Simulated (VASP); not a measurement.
# Li (a cell with a defect) in VASP: single point with PBEsol

Aim: the single point of Li (a cell with a defect) with PBEsol.

Program: VASP 6.6.1. These are calculated values, not measurements. Logs are shortened: lines on timing, memory, paths and dates and some standing lists are left out, and cuts for length are marked.

### Step 1. The cell of the first run

The cell holds a defect, 17 atoms: a = 6.980 Å, b = 6.980 Å, c = 6.980 Å, α = 90.00°, β = 90.00°, γ = 90.00°.

### Step 2. Single point, PBEsol

Contents of INCAR:

```
PREC = Accurate
ENCUT = 520
EDIFF = 1E-6
ISMEAR = -1
SIGMA = 0.15
LREAL = Auto
LASPH = True
NELM = 60
ALGO = Normal
ISIF = 2
LWAVE = False
LCHARG = False
GGA = PS
NBANDS = 40
```

Contents of KPOINTS:

```
regular mesh
0
Gamma
  3 3 3
```

Contents of POSCAR:

```
Li
1.0
    6.9800000000      0.0000000000      0.0000000000
    0.0000000000      6.9800000000      0.0000000000
    0.0000000000      0.0000000000      6.9800000000
Li
17
Direct
   -0.0110624642     -0.0208156160     -0.0002273639
    0.4994757880      0.0062573066      0.0293320917
    0.0345389685      0.5473641834     -0.0571641834
    0.0294651862     -0.0731914040      0.5699932665
    0.2053444126      0.2349237822      0.2531346705
    0.4566084527      0.4814064470      0.0150855301
    0.4595853868     -0.0062901146      0.4966946991
    0.7907419771      0.3602054441      0.1297922636
   -0.0080790831      0.4877598854      0.5110180516
    0.2286273639      0.7374193410      0.2576530086
    0.2349320917      0.2340332378      0.7578720630
    0.4966001433      0.4609946991      0.4804613181
    0.7374196275      0.7353002865      0.2603371060
    0.7340382521      0.2349724928      0.7541786533
    0.3055802292      0.7361640401      0.7519232092
    0.7197319484      0.7318833811      0.7559719198
    0.7927714900      0.1164863897      0.3728123209
```

Potentials or basis: VASP PAW PBE potentials, release 64 (Li_sv).

On the command line:

```bash
$ cat potpaw_PBE.64/Li_sv/POTCAR > POTCAR
$ mpirun -np 1 vasp_std > vasp.out
```

OUTCAR:

```text
PREC = Accurate
   ENCUT = 520
   EDIFF = 1E-6
   ISMEAR = -1
   LREAL = Auto
   LASPH = True
   NELM = 60
   ISIF = 2
   GGA = PS

 ion  position               nearest neighbor table
   1  0.989  0.979  1.000-
   2  0.499  0.006  0.029-
   3  0.035  0.547  0.943-   8 2.51
   4  0.029  0.927  0.570-  17 2.53
   5  0.205  0.235  0.253-
   6  0.457  0.481  0.015-
   7  0.460  0.994  0.497-
   8  0.791  0.360  0.130-  17 2.40   3 2.51
   9  0.992  0.488  0.511-
  10  0.229  0.737  0.258-
  11  0.235  0.234  0.758-
  12  0.497  0.461  0.480-
  13  0.737  0.735  0.260-
  14  0.734  0.235  0.754-
  15  0.306  0.736  0.752-
  16  0.720  0.732  0.756-
  17  0.793  0.116  0.373-   8 2.40   4 2.53

  LATTYP: Found a simple cubic cell.
 ALAT       =     6.9800000000

  Lattice vectors:

 A1 = (   6.9800000000,   0.0000000000,   0.0000000000)
 A2 = (   0.0000000000,   6.9800000000,   0.0000000000)
 A3 = (   0.0000000000,   0.0000000000,   6.9800000000)

Analysis of symmetry for initial positions (statically):
=====================================================================
 Subroutine PRICEL returns:
 Original cell was already a primitive cell.

 Routine SETGRP: Setting up the symmetry group for a
 simple cubic supercell.

 Subroutine GETGRP returns: Found  1 space group operations
 (whereof  1 operations were pure point group operations)
 out of a pool of 48 trial point group operations.

The static configuration has the point symmetry C_1 .

Analysis of symmetry for dynamics (positions and initial velocities):
=====================================================================
 Subroutine PRICEL returns:
 Original cell was already a primitive cell.

 Routine SETGRP: Setting up the symmetry group for a
 simple cubic supercell.

 Subroutine GETGRP returns: Found  1 space group operations
 (whereof  1 operations were pure point group operations)
 out of a pool of 48 trial point group operations.

The dynamic configuration has the point symmetry C_1 .

 Subroutine INISYM returns: Found  1 space group operations
 (whereof  1 operations are pure point group operations),
 and found     1 'primitive' translations

----------------------------------------------------------------------------------------

                                     Primitive cell

  volume of cell :     340.0684

  direct lattice vectors                    reciprocal lattice vectors
     6.980000000  0.000000000  0.000000000     0.143266476  0.000000000  0.000000000
     0.000000000  6.980000000  0.000000000     0.000000000  0.143266476  0.000000000
     0.000000000  0.000000000  6.980000000     0.000000000  0.000000000  0.143266476

  length of vectors
     6.980000000  6.980000000  6.980000000     0.143266476  0.143266476  0.143266476

  position of ions in fractional coordinates (direct lattice)
     0.988937536  0.979184384  0.999772636
     0.499475788  0.006257307  0.029332092
     0.034538969  0.547364183  0.942835817
     0.029465186  0.926808596  0.569993266
     0.205344413  0.234923782  0.253134671
     0.456608453  0.481406447  0.015085530
[... 9 lines left out ...]
     0.719731948  0.731883381  0.755971920
     0.792771490  0.116486390  0.372812321

  ion indices of the primitive-cell ions
   primitive index   ion index
                 1           1
                 2           2
                 3           3
                 4           4
                 5           5
                 6           6
[... 9 lines left out ...]
                16          16
                17          17

----------------------------------------------------------------------------------------

 KPOINTS: regular mesh

Automatic generation of k-mesh.
 Grid dimensions read from file:
 generate k-points for:    3    3    3

 Generating k-lattice:

  Cartesian coordinates                     Fractional coordinates (reciprocal lattice)
     0.047755492  0.000000000  0.000000000     0.333333333  0.000000000  0.000000000
     0.000000000  0.047755492  0.000000000     0.000000000  0.333333333  0.000000000
     0.000000000  0.000000000  0.047755492     0.000000000  0.000000000  0.333333333

  Length of vectors
     0.047755492  0.047755492  0.047755492

  Shift w.r.t. Gamma in fractional coordinates (k-lattice)
     0.000000000  0.000000000  0.000000000

 Subroutine IBZKPT returns following result:
 ===========================================

 Found     14 irreducible k-points:

 Following reciprocal coordinates:
            Coordinates               Weight
  0.000000  0.000000  0.000000      1.000000
  0.333333  0.000000  0.000000      2.000000
  0.000000  0.333333  0.000000      2.000000
  0.000000  0.000000  0.333333      2.000000
  0.333333  0.333333  0.000000      2.000000
  0.000000  0.333333  0.333333      2.000000
  0.333333  0.000000  0.333333      2.000000
 -0.333333  0.333333  0.000000      2.000000
 -0.333333  0.000000  0.333333      2.000000
  0.000000 -0.333333  0.333333      2.000000
  0.333333  0.333333  0.333333      2.000000
 -0.333333  0.333333  0.333333      2.000000
 -0.333333 -0.333333  0.333333      2.000000
  0.333333 -0.333333  0.333333      2.000000
   k-points           NKPTS =     14   k-points in BZ     NKDIM =     14   number of bands    NBANDS=     40
   number of dos      NEDOS =    301   number of ions     NIONS =     17
   total plane-waves  NPLWV = 157464
   dimension x,y,z NGX =    54 NGY =   54 NGZ =   54
   dimension x,y,z NGXF=   108 NGYF=  108 NGZF=  108
   ions per type =              17
   NGX,Y,Z   is equivalent  to a cutoff of  12.86, 12.86, 12.86 a.u.
   NGXF,Y,Z  is equivalent  to a cutoff of  25.72, 25.72, 25.72 a.u.
 SYSTEM =  unknown system
   PREC   = accura    normal or accurate (medium, high low for compatibility)
   ISTART =      0    job   : 0-new  1-cont  2-samecut
   ICHARG =      2    charge: 1-file 2-atom 10-const
   ISPIN  =      1    spin polarized calculation?
   LNONCOLLINEAR =      F non collinear calculations
   LSORBIT =      F    spin-orbit coupling
   LASPH  =      T    aspherical Exc in radial PAW
   ENCUT  =  520.0 eV  38.22 Ry    6.18 a.u.  12.98 12.98 12.98*2*pi/ulx,y,z
   NELM   =     60;   NELMIN=  2; NELMDL= -5     # of ELM steps
   EDIFF  = 0.1E-05   stopping-criterion for ELM
   LREAL  =      T    real-space projection
   EDIFFG = 0.1E-04   stopping-criterion for IOM
   NSW    =      0    number of steps for IOM
   IBRION =     -1    ionic relax: 0-MD 1-quasi-New 2-CG
   NFREE  =      0    steps in history (QN), initial steepest desc. (CG)
   ISIF   =      2    stress and relaxation
   ISYM   =      2    0-nonsym 1-usesym 2-fastsym
   POTIM  = 0.5000    time-step for ionic-motion
   TEBEG  =    0.0;   TEEND  =   0.0 temperature during run
   PSTRESS=    0.0 pullay stress
   NELECT =      51.0000    total number of electrons
   NUPDOWN=      -1.0000    fix difference up-down
   EMIN   =  10.00;   EMAX   =-10.00  energy-range for DOS
   EFERMI =   0.00;   METHOD = LEGACY
   ISMEAR =    -1;   SIGMA  =   0.15  broadening in eV -4-tet -1-fermi 0-gaus
   EFERMI_NEDOS =   21; number of points for ismear=-14 and -15
   IALGO  =     38    algorithm
   IMIX   =      4    mixing-type and parameters
     AMIX     =   0.40;   BMIX     =  1.00
     AMIX_MAG =   1.60;   BMIX_MAG =  1.00
  volume/ion in A,a.u.               =      20.00       134.99
  Fermi-wavevector in a.u.,A,eV,Ry     =   0.869780  1.643646 10.293044  0.756517
  Thomas-Fermi vector in A             =   1.988651
   LORBIT       =      0    0 simple, 1 ext, 2 COOP (PROOUT), +10 PAW based schemes
   GGA     = PS    functional components
   LHFCALC =     F    Hartree Fock is set to
   AEXX    =    0.0000 exact exchange contribution
   IVDW    =     0    specifies the selected vdW correction
   LEPSILON=     F    determine dielectric tensor
   LRPA    =     F    only Hartree local field effects (RPA)
 non-spin polarized calculation
  energy-cutoff  :      520.00
  volume of cell :      340.07
 maximum number of plane-waves:      9180
 NGX is ok and might be reduce to    54
   NGX = 25   NGY = 25   NGZ = 25

 number of electron      51.0000003 magnetization

 Free energy of the ion-electron system (eV)
  ---------------------------------------------------
  ext. energy  EPLUGINS =         0.00000000
  ---------------------------------------------------
  free energy    TOTEN  =       -33.05077599 eV

  energy without entropy =      -32.53756764  energy(sigma->0) =      -32.79417182

 E-fermi :   0.6264     XC(G=0):  -7.0454

 val. band max:        0.6261619506   @ k =   0.0000  -0.3333   0.3333
 cond. band min:       0.6415627621   @ k =   0.0000   0.3333   0.3333
 fundamental gap:      0.0154008115
 Fermi energy:         0.6263600948

 k-point     1 :       0.0000    0.0000    0.0000
  band No.  band energies     occupation
      1     -45.4245      2.00000
      2     -45.3827      2.00000
      3     -45.3072      2.00000
      4     -45.3013      2.00000
      5     -45.2878      2.00000
      6     -45.2855      2.00000
[... 29 lines left out ...]
     36       3.6384      0.00000
     37       3.7158      0.00000

 k-point     2 :       0.3333    0.0000    0.0000
  band No.  band energies     occupation
      1     -45.4245      2.00000
      2     -45.3826      2.00000
      3     -45.3072      2.00000
      4     -45.3013      2.00000
      5     -45.2879      2.00000
      6     -45.2855      2.00000
[... 29 lines left out ...]
     36       3.8075      0.00000
     37       3.9103      0.00000

 k-point     3 :       0.0000    0.3333    0.0000
  band No.  band energies     occupation
      1     -45.4244      2.00000
      2     -45.3829      2.00000
      3     -45.3071      2.00000
      4     -45.3014      2.00000
      5     -45.2873      2.00000
      6     -45.2859      2.00000
[... 29 lines left out ...]
     36       3.7369      0.00000
     37       3.7773      0.00000
[... 361 lines left out ...]
 k-point    13 :      -0.3333   -0.3333    0.3333
  band No.  band energies     occupation
      1     -45.4243      2.00000
      2     -45.3830      2.00000
      3     -45.3070      2.00000
      4     -45.3013      2.00000
      5     -45.2876      2.00000
      6     -45.2854      2.00000
[... 29 lines left out ...]
     36       3.7824      0.00000
     37       3.9051      0.00000

 k-point    14 :       0.3333   -0.3333    0.3333
  band No.  band energies     occupation
      1     -45.4243      2.00000
      2     -45.3830      2.00000
      3     -45.3070      2.00000
      4     -45.3013      2.00000
      5     -45.2876      2.00000
      6     -45.2854      2.00000
[... 29 lines left out ...]
     36       3.7782      0.00000
     37       3.9173      0.00000
 [bands above 37 left out]

------------------------ aborting loop because EDIFF is reached ----------------------------------------

  FORCE on cell =-STRESS in cart. coord.  units (eV):
  Direction    XX          YY          ZZ          XY          YZ          ZX
  --------------------------------------------------------------------------------------
  -------------------------------------------------------------------------------------
  Total        0.8891368      0.3352061      0.4591279      0.0338357     -0.7264509      0.0253013
  in kB        4.1890246      1.5792693      2.1631072      0.1594113     -3.4225563      0.1192030
  external PRESSURE =       2.6438004 kB  Pullay stress =       0.0000000 kB

 VOLUME and BASIS-vectors are now :
 -----------------------------------------------------------------------------
  energy-cutoff  :      520.00
  volume of cell :      340.07
      direct lattice vectors                 reciprocal lattice vectors
     6.980000000  0.000000000  0.000000000     0.143266476  0.000000000  0.000000000
     0.000000000  6.980000000  0.000000000     0.000000000  0.143266476  0.000000000
     0.000000000  0.000000000  6.980000000     0.000000000  0.000000000  0.143266476

 POSITION                                       TOTAL-FORCE (eV/Angst)
 -----------------------------------------------------------------------------------
      6.90278      6.83471      6.97841         0.001932      0.002937      0.002372
      3.48634      0.04368      0.20474         0.005825      0.002122     -0.000572
      0.24108      3.82060      6.58099         0.003654      0.004456     -0.002630
      0.20567      6.46912      3.97855         0.004791     -0.005727     -0.007800
      1.43330      1.63977      1.76688        -0.018810     -0.004317      0.005519
      3.18713      3.36022      0.10530        -0.000420      0.003603     -0.005750
[... 9 lines left out ...]
      5.02373      5.10855      5.27668        -0.019451      0.003093     -0.005604
      5.53355      0.81308      2.60223        -0.000274      0.009738     -0.002685
 -----------------------------------------------------------------------------------
    total drift:                                0.008548      0.007796      0.015050

  FREE ENERGIE OF THE ION-ELECTRON SYSTEM (eV)
  ---------------------------------------------------
  free  energy   TOTEN  =       -33.0507759939 eV

  energy  without entropy=      -32.5375676428  energy(sigma->0) =      -32.79417182
```

Run time: 3 min. Hardware: 1 thread of AMD EPYC 9R45 (Zen 5), shared host; peak memory 0.37 GiB.

Results:

* Free energy: -33.0508 eV
* Largest force: 0.021 eV/Å
* Band gap on the k mesh: zero (an odd number of electrons rules out a gap without spin polarisation)

Forces on the atoms (eV/Å):
```
Li   0.002  0.003  0.002
Li   0.006  0.002 -0.001
Li   0.004  0.004 -0.003
Li   0.005 -0.006 -0.008
Li  -0.019 -0.004  0.006
Li   0.000  0.004 -0.006
Li  -0.002 -0.005  0.002
Li   0.011 -0.014  0.012
Li   0.006  0.002  0.005
Li  -0.002 -0.001 -0.003
Li  -0.009  0.007 -0.001
Li   0.012  0.000  0.001
Li  -0.003 -0.007 -0.008
Li  -0.002  0.003  0.005
Li   0.010 -0.001  0.005
Li  -0.019  0.003 -0.006
Li   0.000  0.010 -0.003
```

Caveat: the cutoff is under 1.25 times the usual one of these potentials, so pressure, stress and relaxed cells hold a basis-set (Pulay) error; the PAW data sets were made with another functional, which shifts forces and pressure a little.
